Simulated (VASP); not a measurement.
# In5GaP6 (P-3m1) in VASP: further runs

Runs on In5GaP6. Level: PBE. Tasks: single point, relaxation of cell and atoms.

Program: VASP 6.6.1. These are calculated values, not measurements. Logs are shortened: lines on timing, memory, paths and dates and some standing lists are left out, and cuts for length are marked.

## 1. The cell of the first run

The structure is trigonal, space group P-3m1 (No. 164). The conventional cell has a = 3.852 Å, b = 3.852 Å, c = 19.195 Å, α = 90.00°, β = 90.00°, γ = 120.00°. Within 3.6 Å of In (site symmetry 3m) lie 6 P at 2.76 to 2.78 Å. Within 3.6 Å of In (site symmetry 3m) lie 6 P at 2.76 Å. In (site symmetry -3m) has 6 P at 2.76 Å within 3.6 Å. Within 3.5 Å of Ga (site symmetry -3m) lie 6 P at 2.63 Å. Within 3.6 Å of P (site symmetry 3m) lie 3 Ga at 2.63 Å and 3 In at 2.78 Å and 3 P at 3.57 Å. Within 3.6 Å of P (site symmetry 3m) lie 6 In at 2.76 Å. Within 3.6 Å of P (site symmetry 3m) lie 6 In at 2.76 Å.

## 2. Single point, PBE

File INCAR:

```
PREC = Accurate
ENCUT = 520
EDIFF = 1E-7
ISMEAR = 0
SIGMA = 0.1
LREAL = False
LASPH = True
NELM = 80
ALGO = Normal
ISIF = 2
LWAVE = False
LCHARG = True
GGA = PE
LELF = True
LVHAR = True
NBANDS = 66
```

File KPOINTS:

```
regular mesh
0
Gamma
  6 6 1
```

File POSCAR:

```
In5GaP6
1.0
    3.8520811544      0.0000000028      0.0000000000
   -1.9260405796      3.3360001357      0.0000000000
    0.0000000000      0.0000000000     19.1945657411
In Ga P
5 1 6
Direct
    0.6666666667      0.3333333333      0.6596177696
    0.3333333333      0.6666666667      0.3403822304
    0.6666666667      0.3333333333      0.1700958018
    0.0000000000      0.0000000000      0.0000000000
    0.3333333333      0.6666666667      0.8299041982
    0.0000000000      0.0000000000      0.5000000000
    0.3333333333      0.6666666667      0.5727505182
    0.6666666667      0.3333333333      0.4272494818
    0.0000000000      0.0000000000      0.2550751135
    0.3333333333      0.6666666667      0.0850476246
    0.6666666667      0.3333333333      0.9149523754
    0.0000000000      0.0000000000      0.7449248865
```

Potentials or basis: VASP PAW PBE potentials, release 64 (In_d, Ga_d, P).

The run is started by

```console
$ cat potpaw_PBE.64/In_d/POTCAR potpaw_PBE.64/Ga_d/POTCAR potpaw_PBE.64/P/POTCAR > POTCAR
$ mpirun -np 1 vasp_std > vasp.out
```

OUTCAR:

```text
PREC = Accurate
   ENCUT = 520
   EDIFF = 1E-7
   ISMEAR = 0
   LREAL = False
   LASPH = True
   NELM = 80
   ISIF = 2
   GGA = PE

 ion  position               nearest neighbor table
   1  0.667  0.333  0.660-  12 2.76  12 2.76  12 2.76   7 2.78   7 2.78   7 2.78   5 3.95   5 3.95
                             5 3.95
   2  0.333  0.667  0.340-   9 2.76   9 2.76   9 2.76   8 2.78   8 2.78   8 2.78   3 3.95   3 3.95
                             3 3.95
   3  0.667  0.333  0.170-   9 2.76   9 2.76   9 2.76  10 2.76  10 2.76  10 2.76   4 3.95   4 3.95
                             4 3.95   2 3.95   2 3.95   2 3.95
   4  0.000  0.000  0.000-  10 2.76  11 2.76  10 2.76  11 2.76  11 2.76  10 2.76   3 3.95   5 3.95
                             5 3.95   3 3.95   5 3.95   3 3.95
   5  0.333  0.667  0.830-  12 2.76  12 2.76  12 2.76  11 2.76  11 2.76  11 2.76   4 3.95   4 3.95
                             4 3.95   1 3.95   1 3.95   1 3.95
   6  0.000  0.000  0.500-   7 2.63   8 2.63   7 2.63   8 2.63   8 2.63   7 2.63
   7  0.333  0.667  0.573-   6 2.63   6 2.63   6 2.63   1 2.78   1 2.78   1 2.78
   8  0.667  0.333  0.427-   6 2.63   6 2.63   6 2.63   2 2.78   2 2.78   2 2.78
   9  0.000  0.000  0.255-   3 2.76   3 2.76   3 2.76   2 2.76   2 2.76   2 2.76
  10  0.333  0.667  0.085-   4 2.76   4 2.76   4 2.76   3 2.76   3 2.76   3 2.76
  11  0.667  0.333  0.915-   4 2.76   4 2.76   4 2.76   5 2.76   5 2.76   5 2.76
  12  0.000  0.000  0.745-   5 2.76   5 2.76   5 2.76   1 2.76   1 2.76   1 2.76

  LATTYP: Found a hexagonal cell.
 ALAT       =     3.8520811544
 C/A-ratio  =     4.9829079326

  Lattice vectors:

 A1 = (   3.8520811544,   0.0000000028,   0.0000000000)
 A2 = (  -1.9260405796,   3.3360001357,   0.0000000000)
 A3 = (   0.0000000000,   0.0000000000,  19.1945657411)

Analysis of symmetry for initial positions (statically):
=====================================================================
 Subroutine PRICEL returns:
 Original cell was already a primitive cell.

 Routine SETGRP: Setting up the symmetry group for a
 hexagonal supercell.

 Subroutine GETGRP returns: Found 12 space group operations
 (whereof 12 operations were pure point group operations)
 out of a pool of 24 trial point group operations.

The static configuration has the point symmetry D_3d.

Analysis of symmetry for dynamics (positions and initial velocities):
=====================================================================
 Subroutine PRICEL returns:
 Original cell was already a primitive cell.

 Routine SETGRP: Setting up the symmetry group for a
 hexagonal supercell.

 Subroutine GETGRP returns: Found 12 space group operations
 (whereof 12 operations were pure point group operations)
 out of a pool of 24 trial point group operations.

The dynamic configuration has the point symmetry D_3d.

 Subroutine INISYM returns: Found 12 space group operations
 (whereof 12 operations are pure point group operations),
 and found     1 'primitive' translations

----------------------------------------------------------------------------------------

                                     Primitive cell

  volume of cell :     246.6606

  direct lattice vectors                    reciprocal lattice vectors
     3.852081154  0.000000003  0.000000000     0.259599930  0.149880090  0.000000000
    -1.926040580  3.336000136  0.000000000    -0.000000000  0.299760180  0.000000000
     0.000000000  0.000000000 19.194565741     0.000000000  0.000000000  0.052098079

  length of vectors
     3.852081154  3.852081154 19.194565741     0.299760180  0.299760180  0.052098079

  position of ions in fractional coordinates (direct lattice)
     0.666666667  0.333333333  0.659617770
     0.333333333  0.666666667  0.340382230
     0.666666667  0.333333333  0.170095802
     0.000000000  0.000000000  0.000000000
     0.333333333  0.666666667  0.829904198
     0.000000000  0.000000000  0.500000000
     0.333333333  0.666666667  0.572750518
     0.666666667  0.333333333  0.427249482
     0.000000000  0.000000000  0.255075113
     0.333333333  0.666666667  0.085047625
     0.666666667  0.333333333  0.914952375
     0.000000000  0.000000000  0.744924887

  ion indices of the primitive-cell ions
   primitive index   ion index
                 1           1
                 2           2
                 3           3
                 4           4
                 5           5
                 6           6
                 7           7
                 8           8
                 9           9
                10          10
                11          11
                12          12

----------------------------------------------------------------------------------------

 KPOINTS: regular mesh

Automatic generation of k-mesh.
 Grid dimensions read from file:
 generate k-points for:    6    6    1

 Generating k-lattice:

  Cartesian coordinates                     Fractional coordinates (reciprocal lattice)
[... 37 lines left out ...]
   LNONCOLLINEAR =      F non collinear calculations
   LSORBIT =      F    spin-orbit coupling
   LASPH  =      T    aspherical Exc in radial PAW
   ENCUT  =  520.0 eV  38.22 Ry    6.18 a.u.   7.16  7.16 35.69*2*pi/ulx,y,z
   NELM   =     80;   NELMIN=  2; NELMDL= -5     # of ELM steps
   EDIFF  = 0.1E-06   stopping-criterion for ELM
   LREAL  =      F    real-space projection
   EDIFFG = 0.1E-05   stopping-criterion for IOM
   NSW    =      0    number of steps for IOM
   IBRION =     -1    ionic relax: 0-MD 1-quasi-New 2-CG
   NFREE  =      0    steps in history (QN), initial steepest desc. (CG)
   ISIF   =      2    stress and relaxation
   ISYM   =      2    0-nonsym 1-usesym 2-fastsym
   POTIM  = 0.5000    time-step for ionic-motion
   TEBEG  =    0.0;   TEEND  =   0.0 temperature during run
   PSTRESS=    0.0 pullay stress
   NELECT =     108.0000    total number of electrons
   NUPDOWN=      -1.0000    fix difference up-down
   EMIN   =  10.00;   EMAX   =-10.00  energy-range for DOS
   EFERMI =   0.00;   METHOD = LEGACY
   ISMEAR =     0;   SIGMA  =   0.10  broadening in eV -4-tet -1-fermi 0-gaus
   EFERMI_NEDOS =   21; number of points for ismear=-14 and -15
   IALGO  =     38    algorithm
   IMIX   =      4    mixing-type and parameters
     AMIX     =   0.40;   BMIX     =  1.00
     AMIX_MAG =   1.60;   BMIX_MAG =  1.00
  volume/ion in A,a.u.               =      20.56       138.71
  Fermi-wavevector in a.u.,A,eV,Ry     =   1.243129  2.349173 21.026027  1.545369
  Thomas-Fermi vector in A             =   2.377453
   LORBIT       =      0    0 simple, 1 ext, 2 COOP (PROOUT), +10 PAW based schemes
   GGA     = PE    functional components
   LHFCALC =     F    Hartree Fock is set to
   AEXX    =    0.0000 exact exchange contribution
   IVDW    =     0    specifies the selected vdW correction
   LEPSILON=     F    determine dielectric tensor
   LRPA    =     F    only Hartree local field effects (RPA)
 non-spin polarized calculation
 Gauss-broadening in eV      SIGMA  =   0.10
  energy-cutoff  :      520.00
  volume of cell :      246.66
 maximum number of plane-waves:      6711
 NGX is ok and might be reduce to    30
   NGX = 15   NGY = 15   NGZ = 71

 number of electron     108.0000060 magnetization

 Free energy of the ion-electron system (eV)
  ---------------------------------------------------
  ext. energy  EPLUGINS =         0.00000000
  ---------------------------------------------------
  free energy    TOTEN  =       -47.90855009 eV

  energy without entropy =      -47.89771473  energy(sigma->0) =      -47.90313241

 E-fermi :   6.9759     XC(G=0): -10.4813

 val. band max:        6.9179937920   @ k =   0.0000   0.0000   0.0000
 cond. band min:       7.0068321372   @ k =   0.0000   0.0000   0.0000
 fundamental gap:      0.0888383451
 Fermi energy:         6.9758679186

 k-point     1 :       0.0000    0.0000    0.0000
  band No.  band energies     occupation
      1      -7.5734      2.00000
      2      -7.5734      2.00000
      3      -7.5495      2.00000
      4      -7.5193      2.00000
      5      -7.5193      2.00000
      6      -7.3095      2.00000
[... 472 lines left out ...]
     65      12.6812      0.00000
     66      12.6814      0.00000

------------------------ aborting loop because EDIFF is reached ----------------------------------------

  FORCE on cell =-STRESS in cart. coord.  units (eV):
  Direction    XX          YY          ZZ          XY          YZ          ZX
  --------------------------------------------------------------------------------------
  -------------------------------------------------------------------------------------
  Total        0.1589793      0.1589793      0.3202768      0.0000000      0.0000000     -0.0000000
  in kB        1.0326457      1.0326457      2.0803491      0.0000000      0.0000000     -0.0000000
  external PRESSURE =       1.3818802 kB  Pullay stress =       0.0000000 kB

 VOLUME and BASIS-vectors are now :
 -----------------------------------------------------------------------------
  energy-cutoff  :      520.00
  volume of cell :      246.66
      direct lattice vectors                 reciprocal lattice vectors
     3.852081154  0.000000003  0.000000000     0.259599930  0.149880090  0.000000000
    -1.926040580  3.336000136  0.000000000    -0.000000000  0.299760180  0.000000000
     0.000000000  0.000000000 19.194565741     0.000000000  0.000000000  0.052098079

 POSITION                                       TOTAL-FORCE (eV/Angst)
 -----------------------------------------------------------------------------------
      1.92604      1.11200     12.66108        -0.000000     -0.000000      0.020052
     -0.00000      2.22400      6.53349        -0.000000      0.000000     -0.020052
      1.92604      1.11200      3.26492         0.000000      0.000000     -0.000903
      0.00000      0.00000      0.00000         0.000000      0.000000     -0.000000
     -0.00000      2.22400     15.92965        -0.000000      0.000000      0.000903
      0.00000      0.00000      9.59728         0.000000      0.000000     -0.000000
     -0.00000      2.22400     10.99370         0.000000     -0.000000      0.024881
      1.92604      1.11200      8.20087        -0.000000      0.000000     -0.024881
      0.00000      0.00000      4.89606        -0.000000      0.000000      0.008813
     -0.00000      2.22400      1.63245         0.000000      0.000000      0.001032
      1.92604      1.11200     17.56211        -0.000000      0.000000     -0.001032
      0.00000      0.00000     14.29851         0.000000     -0.000000     -0.008813
 -----------------------------------------------------------------------------------
    total drift:                               -0.000000      0.000000      0.000000

  FREE ENERGIE OF THE ION-ELECTRON SYSTEM (eV)
  ---------------------------------------------------
  free  energy   TOTEN  =       -47.9085500873 eV

  energy  without entropy=      -47.8977147266  energy(sigma->0) =      -47.90313241
```

It took 3 min on 1 thread of Intel Xeon 6975P-C (Granite Rapids), shared host; peak memory 0.4 GiB.

What came out:

```
Free energy            : -47.9086 eV
Pressure               : 0.1 GPa
Largest force          : 0.025 eV/Å
Band gap on the k mesh : zero (bands 54 and 55 overlap by 0.67 eV)
```

Forces in eV/Å, atoms in the order of the input:
```
In   0.000  0.000  0.020
In   0.000  0.000 -0.020
In   0.000  0.000 -0.001
In   0.000  0.000  0.000
In   0.000  0.000  0.001
Ga   0.000  0.000  0.000
P    0.000  0.000  0.025
P    0.000  0.000 -0.025
P    0.000  0.000  0.009
P    0.000  0.000  0.001
P    0.000  0.000 -0.001
P    0.000  0.000 -0.009
```

Caveat: semilocal functionals underestimate gaps, so a narrow gap can read as zero; spin-orbit coupling is left out, which moves the levels of the heavy elements.

## 3. Single point, PBE

This run uses another cell than the first one, of 22.19 Å³/atom.

File INCAR:

```
SYSTEM = In5GaP6
ALGO = Normal
EDIFF = 1E-6
ENCUT = 520
GGA = PE
ISIF = 2
ISMEAR = 0
LASPH = .TRUE.
LCHARG = .TRUE.
LELF = .TRUE.
LREAL = .FALSE.
LVHAR = .TRUE.
LWAVE = .FALSE.
NBANDS = 66
NELM = 80
PREC = Accurate
SIGMA = 0.1
```

File KPOINTS:

```
k-points
0
G
  6 6 1
  0 0 0
```

File POSCAR:

```
In5GaP6
1.0
    3.9740944100      0.0000000000      0.0000000000
   -1.9870472100      3.4416667200      0.0000000000
    0.0000000000      0.0000000000     19.4690069900
In Ga P
5 1 6
Direct
    0.6666666700      0.3333333300      0.6666666700
    0.3333333300      0.6666666700      0.3333333300
    0.6666666700      0.3333333300      0.1666666700
    0.0000000000      0.0000000000      0.0000000000
    0.3333333300      0.6666666700      0.8333333300
    0.0000000000      0.0000000000      0.5000000000
    0.3333333300      0.6666666700      0.5833333300
    0.6666666700      0.3333333300      0.4166666700
    0.0000000000      0.0000000000      0.2500000000
    0.3333333300      0.6666666700      0.0833333300
    0.6666666700      0.3333333300      0.9166666700
    0.0000000000      0.0000000000      0.7500000000
```

Potentials or basis: VASP PAW PBE potentials, release 64 (In_d, Ga_d, P).

The run is started by

```console
$ cat potpaw_PBE.64/In_d/POTCAR potpaw_PBE.64/Ga_d/POTCAR potpaw_PBE.64/P/POTCAR > POTCAR
$ mpirun -np 1 vasp_std > vasp.out
```

Run time: 2.7 min. Hardware: 1 thread of Intel Xeon 6975P-C (Granite Rapids), shared host; peak memory 0.41 GiB.

It converged, with:

| Item | Value |
| --- | --- |
| Free energy | -47.4626 eV |
| Pressure | -4.4 GPa |
| Largest force | 0.482 eV/Å |
| Band gap on the k mesh | zero (bands 54 and 55 overlap by 0.70 eV) |

Forces on the atoms (eV/Å):
```
In   0.000  0.000 -0.157
In   0.000  0.000  0.157
In   0.000  0.000 -0.031
In   0.000  0.000  0.000
In   0.000  0.000  0.031
Ga   0.000  0.000  0.000
P    0.000  0.000 -0.482
P    0.000  0.000  0.482
P    0.000  0.000  0.006
P    0.000  0.000  0.005
P    0.000  0.000 -0.005
P    0.000  0.000 -0.006
```

Stress tensor (GPa, compression positive):
```
-4.79  0.00  0.00
 0.00 -4.79  0.00
 0.00  0.00 -3.49
```

Levels at points of the mesh, in eV from the Fermi level:
```tsv
k point	band 51	band 52	band 53	band 54	band 55	band 56	band 57	band 58
(0.00, 0.00, 0.00)	0.00	0.02	0.02	0.12	0.12	1.85	2.06	2.50
(0.50, 0.00, 0.00)	-1.45	-0.75	-0.73	-0.58	-0.40	0.11	0.14	1.36
```

Caveat: the cell stands under tension; semilocal functionals underestimate gaps, so a narrow gap can read as zero; spin-orbit coupling is left out, which moves the levels of the heavy elements.

## 4. Relaxation of cell and atoms, PBE

This run uses another cell than the first one, of 22.19 Å³/atom.

File INCAR:

```
SYSTEM = In5GaP6
  ALGO = Normal
  EDIFF = 1E-7
  EDIFFG = -0.04
  ENCUT = 600
  GGA = PE
  IBRION = 2
  ISIF = 3
  ISMEAR = 0
  LASPH = .TRUE.
  LCHARG = .FALSE.
  LREAL = .FALSE.
  LWAVE = .FALSE.
  NELM = 80
  NSW = 90
  PREC = Accurate
  SIGMA = 0.1
```

KPOINTS is that of step 3.

POSCAR is that of step 3.

The run is started by

```console
$ cat potpaw_PBE.64/In_d/POTCAR potpaw_PBE.64/Ga_d/POTCAR potpaw_PBE.64/P/POTCAR > POTCAR
$ mpirun -np 1 vasp_std > vasp.out
```

Run time: 28 min. Hardware: 1 thread of Intel Xeon 6975P-C (Granite Rapids), shared host; peak memory 0.53 GiB.

The run converged. Its results:

```yaml
Free_energy: -47.9107 eV
Relaxed_volume: 20.53 Å³/atom
Relaxed_cell: a = 3.850 Å, b = 3.850 Å, c = 19.194 Å, α = 90.00°, β = 90.00°, γ = 120.00°
Space_group_after_relaxing_to_0.1_Å: P-3m1 (No. 164)
Energy_gained_by_relaxing: 37.3 meV/atom
Ionic_steps: 14
Pressure_after_relaxing: 0.1 GPa
Largest_force_after_relaxing: 0.031 eV/Å
Band_gap_on_the_k_mesh: zero (bands 54 and 55 overlap by 0.67 eV)
```

Forces on the atoms (eV/Å):
```
In   0.000  0.000  0.024
In   0.000  0.000 -0.024
In   0.000  0.000  0.030
In   0.000  0.000  0.000
In   0.000  0.000 -0.030
Ga   0.000  0.000  0.000
P    0.000  0.000 -0.007
P    0.000  0.000  0.007
P    0.000  0.000 -0.014
P    0.000  0.000  0.031
P    0.000  0.000 -0.031
P    0.000  0.000  0.014
```

Step by step:
```csv
step,energy change (eV),largest force (eV/Å),pressure (GPa),volume (Å³)
1,0.0000,0.4818,-4.33,266.29
2,-0.2910,0.6475,1.35,243.82
3,-0.3018,0.6241,0.33,247.03
4,-0.3427,0.5030,0.28,246.83
5,-0.4050,0.1515,0.26,246.20
6,-0.4060,0.1613,0.30,246.10
7,-0.4201,0.1352,-0.47,248.25
8,-0.4209,0.1302,-0.53,248.70
9,-0.4315,0.1035,-0.08,247.14
10,-0.4334,0.0854,0.24,246.11
11,-0.4392,0.0720,0.13,246.40
12,-0.4441,0.0571,-0.14,247.21
13,-0.4444,0.0567,-0.09,247.05
14,-0.4474,0.0314,0.10,246.38
```

Final structure:
```cif
data_structure
_symmetry_space_group_name_H-M 'P 1'
_symmetry_Int_Tables_number 1
_cell_length_a 3.8499
_cell_length_b 3.8499
_cell_length_c 19.1942
_cell_angle_alpha 90.000
_cell_angle_beta 90.000
_cell_angle_gamma 120.000
_cell_volume 246.38
loop_
_atom_site_label
_atom_site_type_symbol
_atom_site_fract_x
_atom_site_fract_y
_atom_site_fract_z
_atom_site_occupancy
In1 In 0.66667 0.33333 0.65972 1
In2 In 0.33333 0.66667 0.34028 1
In3 In 0.66667 0.33333 0.16957 1
In4 In 0.00000 0.00000 0.00000 1
In5 In 0.33333 0.66667 0.83043 1
Ga1 Ga 0.00000 0.00000 0.50000 1
P1 P 0.33333 0.66667 0.57309 1
P2 P 0.66667 0.33333 0.42691 1
P3 P 0.00000 0.00000 0.25503 1
P4 P 0.33333 0.66667 0.08466 1
P5 P 0.66667 0.33333 0.91534 1
P6 P 0.00000 0.00000 0.74497 1
```

Levels at points of the mesh, in eV from the Fermi level:
```tsv
k point	band 51	band 52	band 53	band 54	band 55	band 56	band 57	band 58
(0.00, 0.00, 0.00)	0.03	0.03	0.18	0.18	0.55	2.20	2.54	2.63
(0.50, 0.00, 0.00)	-1.68	-0.89	-0.77	-0.63	-0.39	0.07	0.10	1.41
```

Caveat: semilocal functionals underestimate gaps, so a narrow gap can read as zero; spin-orbit coupling is left out, which moves the levels of the heavy elements.

## 5. Overview

| task | cell | cutoff (eV) | gap on the mesh (eV) | pressure (GPa) | largest force (eV/Å) |
| --- | --- | --- | --- | --- | --- |
| single point | a = 3.852, b = 3.852, c = 19.195 Å, angles 90.0, 90.0, 120.0°, 12 atoms, atomic positions A | 520 | none | 0.1 | 0.02 |
| single point | a = 3.974, b = 3.974, c = 19.469 Å, angles 90.0, 90.0, 120.0°, 12 atoms, atomic positions B | 520 | none | -4.4 | 0.48 |
| relaxation of cell and atoms | relaxed from a = 3.974, b = 3.974, c = 19.469 Å, angles 90.0, 90.0, 120.0°, 12 atoms, atomic positions B | 600 | none | 0.1 | 0.03 |

Alike in all rows: level PBE; potentials or basis VASP PAW PBE potentials, release 64 (In_d, Ga_d, P); no spin polarisation; k mesh 6 × 6 × 1; smearing gaussian 0.1 eV.

Caveats: semilocal functionals underestimate gaps, so a narrow gap can read as zero; spin-orbit coupling is left out, which moves the levels of the heavy elements; the cell stands under tension (at least some runs).

Total energies depend on the potentials used, so only differences within one code and one set of settings carry meaning.
